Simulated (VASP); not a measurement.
# CaO (P6_3/mmc) in VASP: a series of runs

Runs on CaO. Level: PBE+D3(BJ). Tasks: single point.

Everything below comes from runs of VASP 6.6.1. Logs are shortened: lines on timing, memory, paths and dates and some standing lists are left out, and cuts for length are marked.

## 1. The cell of the first run

The structure is hexagonal, space group P6_3/mmc (No. 194). The conventional cell has a = 3.992 Å, b = 3.992 Å, c = 4.785 Å, α = 90.00°, β = 90.00°, γ = 120.00°. Within 3.0 Å of Ca (site symmetry -6m2) lie 5 O at 2.30 to 2.39 Å. Within 3.0 Å of O (site symmetry -6m2) lie 5 Ca at 2.30 to 2.39 Å.

## 2. Single point, PBE+D3(BJ)

The input, INCAR:

```
  ALGO = Normal
  EDIFF = 1E-6
  ENCUT = 600
  GGA = PE
  GGA_COMPAT = F
  ISIF = 2
  ISMEAR = 0
  IVDW = 12
  LASPH = T
  LCHARG = T
  LELF = T
  LREAL = F
  LVHAR = T
  LWAVE = F
  NBANDS = 24
  NELM = 120
  PREC = Accurate
  SIGMA = 0.1
```

The input, KPOINTS:

```
k-points
0
Gamma
  6 6 4
```

The input, POSCAR:

```
CaO
1.0
    3.9919758200      0.0000000000      0.0000000000
   -1.9959879100      3.4571524800      0.0000000000
    0.0000000000      0.0000000000      4.7848400100
Ca O
2 2
Direct
    0.3333333300      0.6666666700      0.7500000000
    0.6666666700      0.3333333300      0.2500000000
    0.3333333300      0.6666666700      0.2500000000
    0.6666666700      0.3333333300      0.7500000000
```

Potentials or basis: VASP PAW PBE potentials, release 64 (Ca_sv, O).

Started as:

```sh
> cat potpaw_PBE.64/Ca_sv/POTCAR potpaw_PBE.64/O/POTCAR > POTCAR
> mpirun -np 1 vasp_std > vasp.out
```

OUTCAR:

```text
EDIFF = 1E-6
   ENCUT = 600
   GGA = PE
   ISIF = 2
   ISMEAR = 0
   IVDW = 12
   LASPH = T
   LREAL = F
   NELM = 120
   PREC = Accurate
 IVDW          = 12

 ion  position               nearest neighbor table
   1  0.333  0.667  0.750-   4 2.30   4 2.30   4 2.30   3 2.39   3 2.39
   2  0.667  0.333  0.250-   3 2.30   3 2.30   3 2.30   4 2.39   4 2.39
   3  0.333  0.667  0.250-   2 2.30   2 2.30   2 2.30   1 2.39   1 2.39
   4  0.667  0.333  0.750-   1 2.30   1 2.30   1 2.30   2 2.39   2 2.39

  LATTYP: Found a hexagonal cell.
 ALAT       =     3.9919758200
 C/A-ratio  =     1.1986144771

  Lattice vectors:

 A1 = (   3.9919758200,   0.0000000000,   0.0000000000)
 A2 = (  -1.9959879100,   3.4571524800,   0.0000000000)
 A3 = (   0.0000000000,   0.0000000000,   4.7848400100)

Analysis of symmetry for initial positions (statically):
=====================================================================
 Subroutine PRICEL returns:
 Original cell was already a primitive cell.

 Routine SETGRP: Setting up the symmetry group for a
 hexagonal supercell.

 Subroutine GETGRP returns: Found 24 space group operations
 (whereof 12 operations were pure point group operations)
 out of a pool of 24 trial point group operations.

The static configuration has the point symmetry D_3d.
 The point group associated with its full space group is D_6h.

Analysis of symmetry for dynamics (positions and initial velocities):
=====================================================================
 Subroutine PRICEL returns:
 Original cell was already a primitive cell.

 Routine SETGRP: Setting up the symmetry group for a
 hexagonal supercell.

 Subroutine GETGRP returns: Found 24 space group operations
 (whereof 12 operations were pure point group operations)
 out of a pool of 24 trial point group operations.

The dynamic configuration has the point symmetry D_3d.
 The point group associated with its full space group is D_6h.

 Subroutine INISYM returns: Found 24 space group operations
 (whereof 12 operations are pure point group operations),
 and found     1 'primitive' translations

----------------------------------------------------------------------------------------

                                     Primitive cell

  volume of cell :      66.0350

  direct lattice vectors                    reciprocal lattice vectors
     3.991975820  0.000000000  0.000000000     0.250502519  0.144627697  0.000000000
    -1.995987910  3.457152480  0.000000000     0.000000000  0.289255393  0.000000000
     0.000000000  0.000000000  4.784840010     0.000000000  0.000000000  0.208993404

  length of vectors
     3.991975820  3.991975827  4.784840010     0.289255394  0.289255393  0.208993404

  position of ions in fractional coordinates (direct lattice)
     0.333333330  0.666666670  0.750000000
     0.666666670  0.333333330  0.250000000
     0.333333330  0.666666670  0.250000000
     0.666666670  0.333333330  0.750000000

  ion indices of the primitive-cell ions
   primitive index   ion index
                 1           1
                 2           2
                 3           3
                 4           4

----------------------------------------------------------------------------------------

 KPOINTS: k-points

Automatic generation of k-mesh.
 Grid dimensions read from file:
 generate k-points for:    6    6    4

 Generating k-lattice:

  Cartesian coordinates                     Fractional coordinates (reciprocal lattice)
     0.041750420  0.024104616  0.000000000     0.166666667 -0.000000000  0.000000000
     0.000000000  0.048209232  0.000000000     0.000000000  0.166666667  0.000000000
     0.000000000  0.000000000  0.052248351     0.000000000  0.000000000  0.250000000

  Length of vectors
     0.048209232  0.048209232  0.052248351

  Shift w.r.t. Gamma in fractional coordinates (k-lattice)
     0.000000000  0.000000000  0.000000000

 Subroutine IBZKPT returns following result:
 ===========================================

 Found     21 irreducible k-points:

 Following reciprocal coordinates:
            Coordinates               Weight
  0.000000  0.000000  0.000000      1.000000
  0.166667 -0.000000  0.000000      6.000000
  0.333333  0.000000  0.000000      6.000000
  0.500000  0.000000  0.000000      3.000000
  0.166667  0.166667  0.000000      6.000000
  0.333333  0.166667  0.000000     12.000000
[... 13 lines left out ...]
  0.333333  0.166667  0.500000     12.000000
  0.333333  0.333333  0.500000      2.000000
   k-points           NKPTS =     21   k-points in BZ     NKDIM =     21   number of bands    NBANDS=     24
   number of dos      NEDOS =    301   number of ions     NIONS =      4
   total plane-waves  NPLWV =  40960
   dimension x,y,z NGX =    32 NGY =   32 NGZ =   40
   dimension x,y,z NGXF=    64 NGYF=   64 NGZF=   80
   ions per type =               2   2
   NGX,Y,Z   is equivalent  to a cutoff of  13.33, 13.33, 13.90 a.u.
   NGXF,Y,Z  is equivalent  to a cutoff of  26.65, 26.65, 27.80 a.u.
 SYSTEM =  unknown system
   PREC   = accura    normal or accurate (medium, high low for compatibility)
   ISTART =      0    job   : 0-new  1-cont  2-samecut
   ICHARG =      2    charge: 1-file 2-atom 10-const
   ISPIN  =      1    spin polarized calculation?
   LNONCOLLINEAR =      F non collinear calculations
   LSORBIT =      F    spin-orbit coupling
   LASPH  =      T    aspherical Exc in radial PAW
   ENCUT  =  600.0 eV  44.10 Ry    6.64 a.u.   7.97  7.97  9.56*2*pi/ulx,y,z
   NELM   =    120;   NELMIN=  2; NELMDL= -5     # of ELM steps
   EDIFF  = 0.1E-05   stopping-criterion for ELM
   LREAL  =      F    real-space projection
[... 7 lines left out ...]
   TEBEG  =    0.0;   TEEND  =   0.0 temperature during run
   PSTRESS=    0.0 pullay stress
   NELECT =      32.0000    total number of electrons
   NUPDOWN=      -1.0000    fix difference up-down
   EMIN   =  10.00;   EMAX   =-10.00  energy-range for DOS
   EFERMI =   0.00;   METHOD = LEGACY
   ISMEAR =     0;   SIGMA  =   0.10  broadening in eV -4-tet -1-fermi 0-gaus
   EFERMI_NEDOS =   21; number of points for ismear=-14 and -15
   IALGO  =     38    algorithm
   IMIX   =      4    mixing-type and parameters
     AMIX     =   0.40;   BMIX     =  1.00
     AMIX_MAG =   1.60;   BMIX_MAG =  1.00
  volume/ion in A,a.u.               =      16.51       111.41
  Fermi-wavevector in a.u.,A,eV,Ry     =   1.285879  2.429960 22.497037  1.653486
  Thomas-Fermi vector in A             =   2.417987
   LORBIT       =      0    0 simple, 1 ext, 2 COOP (PROOUT), +10 PAW based schemes
   GGA     = PE    functional components
   LHFCALC =     F    Hartree Fock is set to
   AEXX    =    0.0000 exact exchange contribution
   IVDW    =    12    specifies the selected vdW correction
   LEPSILON=     F    determine dielectric tensor
   LRPA    =     F    only Hartree local field effects (RPA)
 non-spin polarized calculation
 Gauss-broadening in eV      SIGMA  =   0.10
  energy-cutoff  :      600.00
  volume of cell :       66.03
 maximum number of plane-waves:      2226
 NGX is ok and might be reduce to    32
   NGX = 15   NGY = 15   NGZ = 19

 number of electron      32.0000000 magnetization

 Free energy of the ion-electron system (eV)
  ---------------------------------------------------
  ext. energy  EPLUGINS =         0.00000000
  ---------------------------------------------------
  free energy    TOTEN  =       -25.35021030 eV

  energy without entropy =      -25.35021030  energy(sigma->0) =      -25.35021030

 E-fermi :   1.8199     XC(G=0):  -9.3947

 val. band max:        1.3448934646   @ k =   0.0000   0.0000   0.0000
 cond. band min:       4.5067640698   @ k =   0.0000   0.0000   0.0000
 fundamental gap:      3.1618706051
 Fermi energy:         1.8199356128

 k-point     1 :       0.0000    0.0000    0.0000
  band No.  band energies     occupation
      1     -36.3098      2.00000
      2     -36.1792      2.00000
      3     -17.6474      2.00000
      4     -17.4071      2.00000
      5     -17.4071      2.00000
      6     -17.2113      2.00000
[... 16 lines left out ...]
     23       9.7745      0.00000
     24       9.8939      0.00000

 k-point     2 :       0.1667   -0.0000    0.0000
  band No.  band energies     occupation
      1     -36.2989      2.00000
      2     -36.1837      2.00000
      3     -17.6108      2.00000
      4     -17.5175      2.00000
      5     -17.4295      2.00000
      6     -17.3453      2.00000
[... 16 lines left out ...]
     23       9.4399      0.00000
     24       9.7046      0.00000

 k-point     3 :       0.3333    0.0000    0.0000
  band No.  band energies     occupation
      1     -36.2725      2.00000
      2     -36.1972      2.00000
      3     -17.7206      2.00000
      4     -17.5759      2.00000
      5     -17.5180      2.00000
      6     -17.4706      2.00000
[... 16 lines left out ...]
     23       9.5521      0.00000
     24       9.7238      0.00000

 k-point     4 :       0.5000    0.0000    0.0000
  band No.  band energies     occupation
      1     -36.2533      2.00000
      2     -36.2100      2.00000
      3     -17.8155      2.00000
      4     -17.6769      2.00000
      5     -17.4899      2.00000
      6     -17.4449      2.00000
[... 16 lines left out ...]
     23       9.7921      0.00000
     24       9.8923      0.00000

 k-point     5 :       0.1667    0.1667    0.0000
  band No.  band energies     occupation
      1     -36.2800      2.00000
      2     -36.1929      2.00000
      3     -17.6501      2.00000
      4     -17.5471      2.00000
      5     -17.5451      2.00000
      6     -17.4521      2.00000
[... 370 lines left out ...]
 k-point    19 :       0.1667    0.1667    0.5000
  band No.  band energies     occupation
      1     -36.2355      2.00000
      2     -36.2355      2.00000
      3     -17.9177      2.00000
      4     -17.9177      2.00000
      5     -17.3450      2.00000
      6     -17.3450      2.00000
[... 16 lines left out ...]
     23       9.4997      0.00000
     24       9.4997      0.00000

 k-point    20 :       0.3333    0.1667    0.5000
  band No.  band energies     occupation
      1     -36.2305      2.00000
      2     -36.2305      2.00000
      3     -18.0588      2.00000
      4     -18.0588      2.00000
      5     -17.3759      2.00000
      6     -17.3759      2.00000
[... 16 lines left out ...]
     23       9.8653      0.00000
     24       9.8653      0.00000

 k-point    21 :       0.3333    0.3333    0.5000
  band No.  band energies     occupation
      1     -36.2289      2.00000
      2     -36.2289      2.00000
      3     -18.0914      2.00000
      4     -18.0914      2.00000
      5     -17.4060      2.00000
      6     -17.4060      2.00000
[... 16 lines left out ...]
     23       9.8669      0.00000
     24       9.8669      0.00000

------------------------ aborting loop because EDIFF is reached ----------------------------------------

 Edisp (eV)   -0.90860

 E8    (eV) :    -0.4082

  FORCE on cell =-STRESS in cart. coord.  units (eV):
  Direction    XX          YY          ZZ          XY          YZ          ZX
  --------------------------------------------------------------------------------------
  -------------------------------------------------------------------------------------
  Total      -0.42860    -0.42860    -0.26107    -0.00000     0.00000     0.00000
  in kB     -10.39883   -10.39883    -6.33427    -0.00000     0.00000     0.00000
  external pressure =       -9.04 kB  Pullay stress =        0.00 kB

 VOLUME and BASIS-vectors are now :
 -----------------------------------------------------------------------------
  energy-cutoff  :      600.00
  volume of cell :       66.03
      direct lattice vectors                 reciprocal lattice vectors
     3.991975820  0.000000000  0.000000000     0.250502519  0.144627697  0.000000000
    -1.995987910  3.457152480  0.000000000     0.000000000  0.289255393  0.000000000
     0.000000000  0.000000000  4.784840010     0.000000000  0.000000000  0.208993404

 POSITION                                       TOTAL-FORCE (eV/Angst)
 -----------------------------------------------------------------------------------
     -0.00000      2.30477      3.58863        -0.000000      0.000000      0.000000
      1.99599      1.15238      1.19621         0.000000     -0.000000      0.000000
     -0.00000      2.30477      1.19621         0.000000     -0.000000      0.000000
      1.99599      1.15238      3.58863        -0.000000      0.000000      0.000000
 -----------------------------------------------------------------------------------
    total drift:                               -0.000003      0.000001     -0.000000

  FREE ENERGIE OF THE ION-ELECTRON SYSTEM (eV)
  ---------------------------------------------------
  free  energy   TOTEN  =       -26.2588076266 eV

  energy  without entropy=      -26.2588076266  energy(sigma->0) =      -26.25880763
```

Run time: 32 s. Hardware: 1 thread of Intel Xeon 8259CL, shared host; peak memory 0.22 GiB.

Results:

* Free energy: -26.2588 eV
* Pressure: -0.9 GPa
* Band gap on the k mesh: 3.16 eV
* Dispersion energy per atom: -0.227 eV

Stress tensor (GPa, compression positive):
```
-1.04  0.00  0.00
 0.00 -1.04  0.00
 0.00  0.00 -0.63
```

## 3. Single point, PBE+D3(BJ)

This run uses another cell than the first one, of 16.26 Å³/atom.

The input, INCAR:

```
SYSTEM = CaO
PREC = Accurate
ENCUT = 600
EDIFF = 1E-6
ISMEAR = 0
SIGMA = 0.02
LREAL = .FALSE.
LASPH = .TRUE.
NELM = 120
ALGO = Normal
ISIF = 2
LWAVE = .FALSE.
LCHARG = .FALSE.
GGA = PE
IVDW = 12
NBANDS = 24
GGA_COMPAT = .FALSE.
```

The input, KPOINTS:

```
regular mesh
0
G
  9 9 6
  0 0 0
```

The input, POSCAR:

```
CaO
1.0
    3.9666380431      0.0000000000      0.0000000000
   -1.9833190216      3.4352093130      0.0000000000
    0.0000000000      0.0000000000      4.7730520886
Ca O
2 2
Direct
    0.3333333333      0.6666666667      0.7500000000
    0.6666666667      0.3333333333      0.2500000000
    0.3333333333      0.6666666667      0.2500000000
    0.6666666667      0.3333333333      0.7500000000
```

Potentials or basis: VASP PAW PBE potentials, release 64 (Ca_sv, O).

Started as:

```sh
> cat potpaw_PBE.64/Ca_sv/POTCAR potpaw_PBE.64/O/POTCAR > POTCAR
> mpirun -np 1 vasp_std > vasp.out
```

It took 64 s on 1 thread of Intel Xeon 8259CL, shared host; peak memory 0.25 GiB.

Results (log left out):

```yaml
Free_energy: -26.2594 eV
Pressure: 0.4 GPa
Band_gap_on_the_k_mesh: 3.23 eV
Dispersion_energy_per_atom: -0.231 eV
```

Levels at points of the mesh, in eV from the valence-band top:
| k point | band 12 | band 13 | band 14 | band 15 | band 16 | band 17 | band 18 | band 19 | band 20 | band 21 |
| --- | --- | --- | --- | --- | --- | --- | --- | --- | --- | --- |
| (0.00, 0.00, 0.00) | -1.21 | -1.18 | -1.18 | -1.09 | 0.00 | 3.23 | 6.18 | 6.18 | 7.74 | 7.82 |
| (0.00, 0.00, 0.50) | -1.59 | -1.31 | -1.31 | -1.31 | -1.31 | 5.04 | 5.04 | 7.84 | 7.84 | 7.84 |

A k mesh can miss the band edges.
